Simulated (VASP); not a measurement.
# AlN: relaxation of cell and atoms with LDA

AlN:

```
CELL_PARAMETERS angstrom
0.00000 2.18399 2.18399
2.18399 0.00000 2.18399
2.18399 2.18399 0.00000
ATOMIC_POSITIONS crystal
Al 0.00000 0.00000 0.00000
N 0.25000 0.25000 0.25000
```

```yaml
Program: VASP 6.6.1
Task: relaxation of cell and atoms
Functional: LDA
Potentials_or_basis: VASP PAW LDA potentials, release 64 (Al, N)
Cutoff: 600 eV
k_mesh: 14 × 14 × 14
Occupations: fermi-dirac, width 0.1 eV
Spin: no spin polarisation
Dipole_correction: no
Further_INCAR_settings: ALGO = Normal; EDIFF = 1e-06; IBRION = 2; EDIFFG = -0.002; NSW = 100; ISIF = 3
```

```json
{"Relaxed volume": "10.26 Å³/atom", "Relaxed cell": "a = 3.073 Å, b = 3.073 Å, c = 3.073 Å, α = 60.00°, β = 60.00°, γ = 60.00°", "Space group after relaxing (to 0.05 Å)": "F-43m (No. 216)", "Energy gained by relaxing": "1.5 meV/atom", "Ionic steps": "3", "Pressure after relaxing": "0.0 GPa", "Band gap on the k mesh": "3.23 eV, indirect (least direct gap 4.37 eV)"}
```

The path:
```tsv
step	energy change (eV)	largest force (eV/Å)	pressure (GPa)	volume (Å³)
1	0.0000	0.0000	-3.10	20.83
2	-0.0004	0.0000	3.07	20.23
3	-0.0031	0.0000	-0.01	20.52
```

Final structure:
```
Al N
1.0
     0.00000    2.17298    2.17298
     2.17298    0.00000    2.17298
     2.17298    2.17298    0.00000
Al N
1 1
Direct
  0.00000 0.00000 0.00000
  0.25000 0.25000 0.25000
```

Levels at points of the mesh, in eV from the valence-band top:
| k point | band 1 | band 2 | band 3 | band 4 | band 5 | band 6 | band 7 | band 8 |
| --- | --- | --- | --- | --- | --- | --- | --- | --- |
| (0.00, 0.00, 0.00) | -14.91 | 0.00 | 0.00 | 0.00 | 4.37 | 12.48 | 12.48 | 12.48 |
| (0.50, 0.00, 0.00) | -12.75 | -5.97 | -0.49 | -0.49 | 7.41 | 9.87 | 11.06 | 11.06 |
| (0.50, 0.50, 0.00) | -12.07 | -5.00 | -1.81 | -1.81 | 3.23 | 8.50 | 13.96 | 15.68 |

Wall time 29 s on 1 thread of Intel(R) Xeon(R) Platinum 8488C (Sapphire Rapids), with other jobs on the host, peak memory 0.15 GiB.

A k mesh can miss the band edges. A hybrid or GW would open this gap; LDA tends to underestimate it.
